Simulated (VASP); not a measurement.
Wanted: the native input for a VASP 6.6.1 run.

```
Task                   : single point
Functional             : PBE
Potentials or basis    : VASP PAW PBE potentials, release 64 (Er_3, Sb, Rh_pv), 4f in core
Cutoff                 : 500 eV
k mesh                 : 4 × 4 × 4
Occupations            : gaussian, width 0.1 eV
Spin                   : no spin polarisation
Dipole correction      : no
Mended                 : yes
Further INCAR settings : ALGO = Normal; EDIFF = 1e-06; NBANDS = 38
```

The structure of ErSbRh3 lies in POSCAR:

```
ErSbRh3
1.0
    4.4803998700      0.0000000000      0.0000000000
    0.0000000000      4.4803998700      0.0000000000
    0.0000000000      0.0000000000      4.6810958200
Er Sb Rh
1 1 3
Direct
    0.0000000000      0.0000000000      0.0000000000
    0.5000000000      0.5000000000      0.0000000000
    0.0000000000      0.5000000000      0.0000000000
    0.5000000000      0.0000000000      0.0000000000
    0.0000000000      0.0000000000      0.5000000000
```

The cell was built from a structure type or drawn by symmetry, and may not be a known phase.

The input as run:

INCAR

```
SYSTEM = ErSbRh3
PREC = Accurate
ENCUT = 500
EDIFF = 1E-6
ISMEAR = 0
SIGMA = 0.1
LREAL = .FALSE.
LASPH = .TRUE.
NELM = 200
ALGO = Normal
ISIF = 2
LWAVE = .FALSE.
LCHARG = .FALSE.
GGA = PE
NBANDS = 38
GGA_COMPAT = .FALSE.
LMAXMIX = 6
```

KPOINTS

```
regular mesh
0
G
  4 4 4
  0 0 0
```

Potentials or basis: VASP PAW PBE potentials, release 64 (Er_3, Sb, Rh_pv), 4f in core.

Run with:

```console
$ cat potpaw_PBE.64/Er_3/POTCAR potpaw_PBE.64/Sb/POTCAR potpaw_PBE.64/Rh_pv/POTCAR > POTCAR
$ mpirun -np 1 vasp_std > vasp.out
```

Results of the run:

* Pressure: 69.5 GPa
* Band gap on the k mesh: zero (an odd number of electrons rules out a gap without spin polarisation)

Caveat: the cell stands under pressure; spin-orbit coupling is left out, which moves the levels of the heavy elements; the 4f electrons are frozen in the core, so they carry no moment and show no levels.

Wall time 34 s on 1 thread of AMD EPYC 9R45 96-Core Processor (Zen 5) (shared host), peak memory 0.2 GiB.
